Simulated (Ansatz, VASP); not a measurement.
## Two plane-wave programs on HfOs

```
CELL_PARAMETERS angstrom
3.23900 0.00000 0.00000
0.00000 3.23900 0.00000
0.00000 0.00000 3.23900
ATOMIC_POSITIONS crystal
Hf 0.00000 0.00000 0.00000
Os 0.50000 0.50000 0.50000
```

Alike in both runs: task relaxation of cell and atoms; functional LDA; k mesh 14 × 14 × 14; occupations fermi-dirac, width 0.08 eV; no spin polarisation.

|  | VASP | Ansatz |
| --- | --- | --- |
| version | VASP 6.6.1 | Ansatz 0.2.0 |
| potentials or method | VASP PAW LDA potentials, release 64 (Hf_pv, Os) | PAW with Ansatz's default frozen-core files, scalar-relativistic |
| plane-wave cutoff (eV) | 600 | 420 |
| valence electrons in the cell | 18 | 42 |

Ansatz gave:

| Quantity | Value |
| --- | --- |
| relaxed volume (Å³/atom) | 16.38 |
| relaxed cell length with the largest relative difference (Å) | 3.200 |

**Question.** Estimate VASP's values.

**Answer.** Relaxed volume (Å³/atom): 16.37; relaxed cell length with the largest relative difference (Å): 3.199.

LDA's correlation is that of Perdew and Zunger in VASP and of Perdew and Wang (1992) in Ansatz. VASP's potentials hold 18 valence electrons a cell and Ansatz's 42, so a difference there can come from the potentials and not from the codes.

Neither program's run includes spin-orbit coupling.
